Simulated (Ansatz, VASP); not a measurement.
# One calculation of RbCl, two programs

File POSCAR:

```
RbCl
1.0
    0.0000000000      3.2724184933      3.2724184933
    3.2724184933      0.0000000000      3.2724184933
    3.2724184933      3.2724184933      0.0000000000
Rb Cl
1 1
Direct
    0.0000000000      0.0000000000      0.0000000000
    0.5000000000      0.5000000000      0.5000000000
```

The input INCAR.step1:

```
SYSTEM = RbCl
ALGO = Normal
EDIFF = 1E-5
ENCUT = 550
GGA = PE
GGA_COMPAT = .FALSE.
ISMEAR = 0
LASPH = .TRUE.
LCHARG = .FALSE.
LREAL = .FALSE.
LWAVE = .TRUE.
NBANDS = 15
NELM = 120
PREC = Accurate
SIGMA = 0.01
```

INCAR.step2

```
SYSTEM = RbCl
ALGO = Normal
EDIFF = 1E-6
ENCUT = 550
GGA_COMPAT = .FALSE.
ISIF = 2
ISMEAR = 0
ISTART = 1
LASPH = .TRUE.
LCHARG = .FALSE.
LMIXTAU = .TRUE.
LREAL = .FALSE.
LWAVE = .FALSE.
METAGGA = R2SCAN
NBANDS = 15
NELM = 120
PREC = Accurate
SIGMA = 0.01
```

KPOINTS

```
k-points
0
G
  6 6 6
  0 0 0
```

Input for Ansatz:

```yaml
crystal:
  lattice:
    - [0.0, 3.2724184933, 3.2724184933]
    - [3.2724184933, 0.0, 3.2724184933]
    - [3.2724184933, 3.2724184933, 0.0]
  atoms:
    - { symbol: Rb, position: [0.0, 0.0, 0.0] }
    - { symbol: Cl, position: [0.5, 0.5, 0.5] }
kpoints:
  mp_grid: { grid: [6, 6, 6] }
hamiltonian:
  xc: r2scan
scf:
  occupations: { method: fixed }
  n_extra_bands: 4
output:
  forces: true
  stress: true
  eigenvalues: true
```

Alike in both runs: task single point; functional r2SCAN; k mesh 6 × 6 × 6; no spin polarisation.

```csv
,VASP,Ansatz
version,VASP 6.6.1,Ansatz 0.2.0
potentials or method,"VASP PAW PBE potentials, release 64 (Rb_sv, Cl)","plane waves, PAW"
plane-wave cutoff (eV),550,500
occupations,"gaussian, width 0.01 eV",fixed
valence electrons in the cell,16,16
```

|  | VASP | Ansatz | Ansatz less VASP |
| --- | --- | --- | --- |
| gap on the k mesh at the Fermi level (eV) | 5.66 | 5.66 | 0.000 |
| pressure (GPa) | 0.6 | 0.6 | -0.01 |

VASP's potentials were made for PBE, not for r2SCAN.
